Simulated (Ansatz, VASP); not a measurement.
Se: VASP beside Ansatz

```
Se
1.0
     5.72856    3.35150    1.56594
    -5.63344    3.23788    1.45232
    -0.05084   -6.54509    1.41073
Se
6
Direct
  0.28066 0.16251 0.91818
  0.91818 0.28066 0.16251
  0.16251 0.91818 0.28066
  0.71934 0.83749 0.08182
  0.08182 0.71934 0.83749
  0.83749 0.08182 0.71934
```

Change from the starting cell: equal xy, yz and zx shear strains of +2 %.

Alike in both runs: task single point; functional PBEsol; k mesh 6 × 6 × 6; occupations fermi-dirac, width 0.01 eV; no spin polarisation.

```csv
,VASP,Ansatz
version,VASP 6.6.1,Ansatz 0.2.0
potentials or method,"VASP PAW PBE potentials, release 64 (Se), cutoff 520 eV","all-electron LAPW, scalar-relativistic"
```

```tsv
	VASP	Ansatz	Ansatz less VASP
gap on the k mesh at the Fermi level (eV)	1.05	1.06	+0.012
pressure (GPa)	0.4	0.2	-0.20
traceless stress, the component that is largest in VASP (GPa)	-0.88	-0.87	+0.014
rms of the force components (eV/Å)	0.276	0.249	-0.0273
```

VASP's potentials were made for PBE, not for PBEsol. Atom by atom the forces differ by 0.033 eV/Å (rms over components). Ansatz ran all-electron here, and VASP with PAW potentials.
